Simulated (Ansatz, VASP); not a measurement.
## CaO: VASP beside Ansatz

```
Ca O
1.0
     2.41176    2.41176    0.00000
    -2.41176    2.41176    0.00000
     0.00000    2.41176    2.41176
Ca O
1 1
Direct
  0.00000 0.00000 0.00000
  0.50000 0.50000 0.00000
```

Alike in both runs: task single point; functional r2SCAN; k mesh 8 × 8 × 8; no spin polarisation.

```csv
,VASP,Ansatz
version,VASP 6.6.1,Ansatz 0.2.0
potentials or method,"VASP PAW PBE potentials, release 64 (Ca_sv, O_h)","PAW with Ansatz's default frozen-core files, scalar-relativistic"
plane-wave cutoff (eV),910,500
occupations,"gaussian, width 0.01 eV",fixed
valence electrons in the cell,16,16
```

|  | VASP | Ansatz | Ansatz less VASP |
| --- | --- | --- | --- |
| gap on the k mesh at the Fermi level (eV) | 4.20 | 4.20 | +0.007 |

VASP's potentials were made for PBE, not for r2SCAN.

Noted on VASP's run: the cutoff is under 1.25 times that of the potentials, so the pressure is a little rough.
